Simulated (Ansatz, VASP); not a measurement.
# NaH: VASP beside Ansatz

INCAR

```
SYSTEM = NaH
  PREC = Accurate
  ENCUT = 400
  EDIFF = 1E-8
  ISMEAR = -1
  SIGMA = 0.03
  LREAL = .FALSE.
  LASPH = .TRUE.
  NELM = 120
  ALGO = Normal
  ISIF = 2
  LWAVE = .FALSE.
  LCHARG = .FALSE.
  GGA = PS
  LEFG = .TRUE.
  NBANDS = 11
  GGA_COMPAT = .FALSE.
```

The input KPOINTS:

```
regular mesh
0
G
  9 9 9
  0 0 0
```

Contents of POSCAR:

```
NaH
1.0
    0.0000000000      2.4888000000      2.4400000000
    2.4888000000      0.0000000000      2.4400000000
    2.4888000000      2.4888000000      0.0000000000
Na H
1 1
Direct
    0.0000000000      0.0000000000      0.0000000000
    0.5000000000      0.5000000000      0.5000000000
```

Input for Ansatz:

```yaml
crystal:
  lattice:
    - [0.0, 2.4888, 2.44]
    - [2.4888, 0.0, 2.44]
    - [2.4888, 2.4888, 0.0]
  atoms:
    - { symbol: Na, position: [0.0, 0.0, 0.0] }
    - { symbol: H, position: [0.5, 0.5, 0.5] }
kpoints:
  mp_grid: { grid: [9, 9, 9] }
scf:
  occupations: { method: fermi_dirac, width: 0.03 }
hamiltonian:
  xc: pbesol
  pseudopotentials: { kind: all_electron, datasets: crystal }
output:
  forces: true
  stress: true
  eigenvalues: true
  efg: { contact_densities: true }
```

Change from the starting cell: equal xx and yy strain of +2 %, crystal datasets.

Alike in both runs: task electric field gradients; functional PBEsol; k mesh 9 × 9 × 9; occupations fermi-dirac, width 0.03 eV; no spin polarisation.

|  | VASP | Ansatz |
| --- | --- | --- |
| version | VASP 6.6.1 | Ansatz 0.2.0 |
| potentials or method | VASP PAW PBE potentials, release 64 (Na_pv, H), cutoff 400 eV | all-electron PAW with datasets made for the crystal, scalar-relativistic |

|  | VASP | Ansatz | Ansatz less VASP |
| --- | --- | --- | --- |
| gap on the k mesh at the Fermi level (eV) | 3.72 | 3.72 | +0.006 |
| pressure (GPa) | -2.3 | -1.9 | +0.44 |
| traceless stress, the component that is largest in VASP (GPa) | 0.31 | 0.30 | -0.008 |
| size of Vzz on the site where it differs most (V/Å²) | 1.7 | 1.6 | -0.11 |

VASP's potentials were made for PBE, not for PBEsol. Ansatz ran all-electron here, and VASP with PAW potentials.
